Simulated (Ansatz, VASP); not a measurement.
## Ge: VASP beside Ansatz

```
CELL_PARAMETERS angstrom
3.99697 0.00000 0.00000
-1.99848 3.46148 0.00000
0.00000 0.00000 6.59637
ATOMIC_POSITIONS crystal
Ge 0.66667 0.33333 0.06291
Ge 0.33333 0.66667 0.56291
Ge 0.66667 0.33333 0.43709
Ge 0.33333 0.66667 0.93709
```

Alike in both runs: functional PBEsol; k mesh 12 × 12 × 6; occupations gaussian, width 0.1 eV; no spin polarisation.

Ansatz relaxed the structure, and its values are those at the end. VASP's run is a single point on that final structure, the one shown.

```csv
,VASP,Ansatz
version,VASP 6.6.1,Ansatz 0.2.0
potentials or method,"VASP PAW PBE potentials, release 64 (Ge_d), cutoff 520 eV","scalar-relativistic, plane waves, PAW"
valence electrons in the cell,56,56
```

|  | VASP | Ansatz | Ansatz less VASP |
| --- | --- | --- | --- |
| gap on the k mesh at the Fermi level (eV) | none | none | - |
| pressure (GPa) | -0.1 | 0.0 | +0.12 |

VASP's potentials were made for PBE, not for PBEsol. A gap of «none» marks a metal or a gap that the smearing closes. With one functional, cell and mesh, what is left measures potentials, basis and numerics.
